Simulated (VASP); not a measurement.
A run of VASP 6.6.1:

The input INCAR:

```
PREC = Accurate ; ENCUT = 520
EDIFF = 1E-6 ; ISMEAR = -1
SIGMA = 0.05 ; LREAL = False
LASPH = True ; NELM = 100
ALGO = Normal ; ISIF = 2
LWAVE = False ; LCHARG = False
GGA = PE ; NBANDS = 12
```

The input KPOINTS:

```
regular mesh
0
Gamma
  9 9 9
```

Contents of POSCAR:

```
AlFe
1.0
    2.9100000000      0.0000000000      0.0000000000
    0.0000000000      2.9100000000      0.0000000000
    0.0000000000      0.0000000000      2.9100000000
Fe Al
1 1
Direct
    0.5000000000      0.5000000000      0.5000000000
    0.0000000000      0.0000000000      0.0000000000
```

Potentials or basis: VASP PAW PBE potentials, release 64 (Fe, Al).

The run is started by

```sh
$ cat potpaw_PBE.64/Fe/POTCAR potpaw_PBE.64/Al/POTCAR > POTCAR
$ mpirun -np 1 vasp_std > vasp.out
```

Hardware: 1 thread of Intel(R) Xeon(R) Platinum 8488C (Sapphire Rapids), with other jobs on the host.

Problem. How long does it take, and how much memory?

Solution. Wall time 6.8 s on 1 thread of Intel(R) Xeon(R) Platinum 8488C (Sapphire Rapids) (shared host), peak memory 0.13 GiB. Counts: scf iterations 12, k points 35.
